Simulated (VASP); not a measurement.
A run of VASP 6.6.1:

The input INCAR:

```
SYSTEM = ZnF2
  ALGO = Normal
  EDIFF = 1E-6
  ENCUT = 600
  GGA = PE
  GGA_COMPAT = .False.
  ISIF = 2
  ISMEAR = -1
  LASPH = .True.
  LCHARG = .True.
  LELF = .True.
  LREAL = .False.
  LVHAR = .True.
  LWAVE = .False.
  NBANDS = 35
  NELM = 120
  PREC = Accurate
  SIGMA = 0.02
```

Contents of KPOINTS:

```
k-points
0
Gamma
  6 6 8
  0 0 0
```

Contents of POSCAR:

```
ZnF2
1.0
    4.7033647461      0.0000000000      0.0000000000
    0.0000000000      4.7033647461      0.0000000000
    0.0000000000      0.0000000000      3.1267863742
Zn F
2 4
Direct
    0.0000000000      0.0000000000      0.0000000000
    0.5000000000      0.5000000000      0.5000000000
    0.3031901712      0.3031901712      0.0000000000
    0.1968098288      0.8031901712      0.5000000000
    0.8031901712      0.1968098288      0.5000000000
    0.6968098288      0.6968098288      0.0000000000
```

Potentials or basis: VASP PAW PBE potentials, release 64 (Zn, F).

The run is started by

```sh
$ cat potpaw_PBE.64/Zn/POTCAR potpaw_PBE.64/F/POTCAR > POTCAR
$ mpirun -np 1 vasp_std > vasp.out
```

Hardware: 1 thread of Intel(R) Xeon(R) Platinum 8559C (Emerald Rapids), on a shared host.

Task: How long does it take, and how much memory?

Result: Wall time 110 s on 1 thread of Intel(R) Xeon(R) Platinum 8559C (Emerald Rapids) (shared host), peak memory 0.26 GiB. Counts: scf iterations 14, k points 50.
